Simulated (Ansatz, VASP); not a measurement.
# WS2 in VASP and in Ansatz

```
W S
1.0
     3.16000    0.00000    0.00000
    -1.58000    2.73664    0.00000
     0.00000    0.00000   20.00000
W S
1 2
Direct
  0.33333 0.66667 0.50000
  0.66667 0.33333 0.57739
  0.66667 0.33333 0.42261
```

Alike in both runs: functional LDA; k mesh 12 × 12 × 1; no spin polarisation.

Ansatz relaxed the structure, and its values are those at the end. VASP's run is a single point on that final structure, the one shown.

|  | VASP | Ansatz |
| --- | --- | --- |
| version | VASP 6.6.1 | Ansatz 0.2.0 |
| potentials or method | VASP PAW LDA potentials, release 64 (W_sv, S), cutoff 520 eV | scalar-relativistic, plane waves, PAW |
| occupations | gaussian, width 0.01 eV | fixed |
| valence electrons in the cell | 26 | 26 |

|  | VASP | Ansatz | Ansatz less VASP |
| --- | --- | --- | --- |
| gap on the k mesh at the Fermi level (eV) | 1.84 | 1.82 | -0.014 |
| least direct gap on the mesh (eV) | 1.84 | 1.83 | -0.012 |
| rms of the force components (eV/Å) | 0.023 | 0.000 | -0.0226 |

LDA's correlation is that of Perdew and Zunger in VASP and of Perdew and Wang (1992) in Ansatz. Ansatz's warnings: stress scf threshold loose, xc potential rough in thin density.

Neither program's run includes spin-orbit coupling.
